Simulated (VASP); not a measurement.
Input of a VASP 6.6.1 run:

Contents of INCAR:

```
SYSTEM = Ca5GeN2
PREC = Accurate ; ENCUT = 520
EDIFF = 1E-7 ; ISMEAR = 0
SIGMA = 0.15 ; LREAL = .FALSE.
LASPH = .TRUE. ; NELM = 60
ALGO = Normal ; ISIF = 2
LWAVE = .FALSE. ; LCHARG = .FALSE.
GGA = PE ; NBANDS = 47
```

The input KPOINTS:

```
Automatic mesh
0
G
  3 3 3
  0 0 0
```

File POSCAR:

```
Ca5GeN2
1.0
    0.0000000000      5.0505763571      5.0505763571
    5.0505763571      0.0000000000      5.0505763571
    5.0505763571      5.0505763571      0.0000000000
Ca Ge N
5 1 2
Direct
    0.8738143906      0.8738143906      0.8738143906
    0.8738143906      0.8738143906      0.3785568282
    0.8738143906      0.3785568282      0.8738143906
    0.3785568282      0.8738143906      0.8738143906
    0.2500000000      0.2500000000      0.2500000000
    0.5000000000      0.5000000000      0.5000000000
    0.7500000000      0.7500000000      0.7500000000
    0.0000000000      0.0000000000      0.0000000000
```

Potentials or basis: VASP PAW PBE potentials, release 64 (Ca_sv, Ge_d, N).

Run with:

```bash
$ cat potpaw_PBE.64/Ca_sv/POTCAR potpaw_PBE.64/Ge_d/POTCAR potpaw_PBE.64/N/POTCAR > POTCAR
$ mpirun -np 1 vasp_std > vasp.out
```

Question: Predict the band gap on the k mesh.

Answer: Zero (bands 37 and 38 overlap by 0.03 eV).

Question: Estimate the largest force.

Answer: 0.004 eV/Å.

Forces on the atoms (eV/Å):
```
Ca   0.002  0.002  0.002
Ca  -0.002 -0.002  0.002
Ca  -0.002  0.002 -0.002
Ca   0.002 -0.002 -0.002
Ca   0.000  0.000  0.000
Ge   0.000  0.000  0.000
N    0.000  0.000  0.000
N    0.000  0.000  0.000
```
